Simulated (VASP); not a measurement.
A run of VASP 6.6.1 is set up as follows.

The input INCAR:

```
PREC = Accurate
ENCUT = 520
EDIFF = 1E-6
ISMEAR = -4
SIGMA = 0.1
LREAL = False
LASPH = True
NELM = 150
ALGO = Normal
ISIF = 2
LWAVE = False
LCHARG = False
ISPIN = 2
MAGMOM = 0 0 0 1.56
LORBIT = 11
LMAXMIX = 4
GGA = PE
NBANDS = 21
ISYM = 0
```

File KPOINTS:

```
regular mesh
0
Gamma
  2 5 1
```

File POSCAR:

```
Mg3Ti
1.0
   -2.2009700000      2.2009700000      4.3775730000
    2.2009700000     -2.2009700000      4.3775730000
    2.2009700000      2.2009700000     -4.3775730000
Mg Ti
3 1
Direct
    0.5000000000      0.5000000000      0.0000000000
    0.2500000000      0.7500000000      0.5000000000
    0.7500000000      0.2500000000      0.5000000000
    0.0000000000      0.0000000000      0.0000000000
```

Potentials or basis: VASP PAW PBE potentials, release 64 (Mg, Ti_sv).

Launch:

```bash
$ cat potpaw_PBE.64/Mg/POTCAR potpaw_PBE.64/Ti_sv/POTCAR > POTCAR
$ mpirun -np 1 vasp_std > vasp.out
```

**Question.** What does it give for the site moments?

**Answer.** Mg +0.01; Ti +0.90 μB.

**Question.** Predict the pressure.

**Answer.** 0.1 GPa.

Stress tensor (GPa, compression positive):
```
 0.57  1.25 -4.98
 1.25 -4.63 -3.94
-4.98 -3.94  4.46
```

Caveat: the k points lie up to 2.02 Å⁻¹ apart.
